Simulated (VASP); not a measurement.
# KBr: single point with PBE-based screened hybrid with 25 % exact exchange

KBr:

```
CELL_PARAMETERS angstrom
0.00000 3.30000 3.30000
3.30000 0.00000 3.30000
3.30000 3.30000 0.00000
ATOMIC_POSITIONS crystal
Br 0.50000 0.50000 0.50000
K 0.00000 0.00000 0.00000
```

- Program: VASP 6.6.1
- Task: single point
- Functional: PBE-based screened hybrid with 25 % exact exchange
- Potentials or basis: VASP PAW PBE potentials, release 64 (Br, K_sv)
- Cutoff: 520 eV
- k mesh: 4 × 4 × 4
- Occupations: fermi-dirac, width 0.05 eV
- Spin: no spin polarisation

```
Pressure               : 0.5 GPa
Band gap on the k mesh : 5.37 eV
```

Levels at points of the mesh, in eV from the valence-band top:
| k point | band 6 | band 7 | band 8 | band 9 | band 10 | band 11 |
| --- | --- | --- | --- | --- | --- | --- |
| (0.00, 0.00, 0.00) | 0.00 | 0.00 | 0.00 | 5.37 | 8.71 | 8.71 |
| (0.50, 0.00, 0.00) | -1.21 | -0.34 | -0.34 | 7.51 | 9.33 | 11.11 |
| (0.50, 0.50, 0.00) | -0.85 | -0.30 | -0.30 | 6.83 | 8.24 | 10.53 |

Run time: 6.4 min on 1 thread of Intel(R) Xeon(R) Platinum 8375C CPU @ 2.90GHz (Ice Lake), with other jobs on the host, peak memory 0.31 GiB.

Caveat: the PAW data sets were made with another functional, which shifts forces and pressure a little.
